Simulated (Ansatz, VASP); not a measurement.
TiO: VASP beside Ansatz

Contents of INCAR:

```
PREC = Accurate ; ENCUT = 520
EDIFF = 1E-6 ; ISMEAR = 0
SIGMA = 0.15 ; LREAL = False
LASPH = True ; NELM = 80
ALGO = Normal ; ISIF = 2
LWAVE = False ; LCHARG = True
GGA = PS ; LELF = True
LVHAR = True ; NBANDS = 36
```

Contents of KPOINTS:

```
Automatic mesh
0
Gamma
  14 14 14
```

The input POSCAR:

```
TiO
1.0
    4.1471877058      0.0000000000      0.0000000000
    0.0000000000      4.1471877058      0.0000000000
    0.0000000000      0.0000000000      3.8154126893
Ti O
3 3
Direct
    0.5000000000      0.5000000000      0.0000000000
    0.0000000000      0.5000000000      0.5000000000
    0.5000000000      0.0000000000      0.5000000000
    0.0000000000      0.5000000000      0.0000000000
    0.5000000000      0.0000000000      0.0000000000
    0.0000000000      0.0000000000      0.5000000000
```

Input for Ansatz:

```yaml
crystal:
  lattice:
    - [4.1471877058, 0.0, 0.0]
    - [0.0, 4.1471877058, 0.0]
    - [0.0, 0.0, 3.8154126893]
  atoms:
    - { symbol: Ti, position: [0.5, 0.5, 0.0] }
    - { symbol: Ti, position: [0.0, 0.5, 0.5] }
    - { symbol: Ti, position: [0.5, 0.0, 0.5] }
    - { symbol: O, position: [0.0, 0.5, 0.0] }
    - { symbol: O, position: [0.5, 0.0, 0.0] }
    - { symbol: O, position: [0.0, 0.0, 0.5] }
basis:
  ecutwfc: 420
kpoints:
  mp_grid: { grid: [14, 14, 14] }
hamiltonian:
  xc: pbesol
scf:
  occupations: { method: gaussian, width: 0.15 }
output:
  forces: true
  stress: true
  eigenvalues: true
```

Alike in both runs: task single point; functional PBEsol; k mesh 14 × 14 × 14; occupations gaussian, width 0.15 eV; no spin polarisation.

```csv
,VASP,Ansatz
version,VASP 6.6.1,Ansatz 0.2.0
potentials or method,"VASP PAW PBE potentials, release 64 (Ti_sv, O), cutoff 520 eV","scalar-relativistic, plane waves, PAW"
valence electrons in the cell,54,54
```

Ansatz gave:

```
gap on the k mesh at the Fermi level (eV)                     : none
pressure (GPa)                                                : 2.7
traceless stress, the component that is largest in VASP (GPa) : 14.21
```

Task: What did VASP give for the same quantities?

Result: gap on the k mesh at the Fermi level (eV): none; pressure (GPa): 3.2; traceless stress, the component that is largest in VASP (GPa): 14.47.

VASP's potentials were made for PBE, not for PBEsol. A gap of «none» marks a metal or a gap that the smearing closes.
